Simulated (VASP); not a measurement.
A run of VASP 6.6.1 is set up as follows.

Contents of INCAR:

```
PREC = Accurate
ENCUT = 520
EDIFF = 1E-6
ISMEAR = -1
SIGMA = 0.05
LREAL = False
LASPH = True
NELM = 80
ALGO = Normal
ISIF = 2
LWAVE = False
LCHARG = False
GGA = PS
NBANDS = 12
```

The input KPOINTS:

```
regular mesh
0
Gamma
  19 19 19
```

Contents of POSCAR:

```
Zn
1.0
   -1.4210184778      1.4210184778      1.4210184778
    1.4210184778     -1.4210184778      1.4210184778
    1.4210184778      1.4210184778     -1.4210184778
Zn
1
Direct
    0.0000000000      0.0000000000      0.0000000000
```

Potentials or basis: VASP PAW PBE potentials, release 64 (Zn).

The run is started by

```sh
$ cat potpaw_PBE.64/Zn/POTCAR > POTCAR
$ mpirun -np 1 vasp_std > vasp.out
```

Problem. Estimate the pressure.

Solution. 33.5 GPa.

Problem. What does it give for the band gap on the k mesh?

Solution. Zero (band 6 reaches 9.61 eV, above the bottom of band 7 at 5.08 eV).

Caveat: the PAW data sets were made with another functional, which shifts forces and pressure a little.
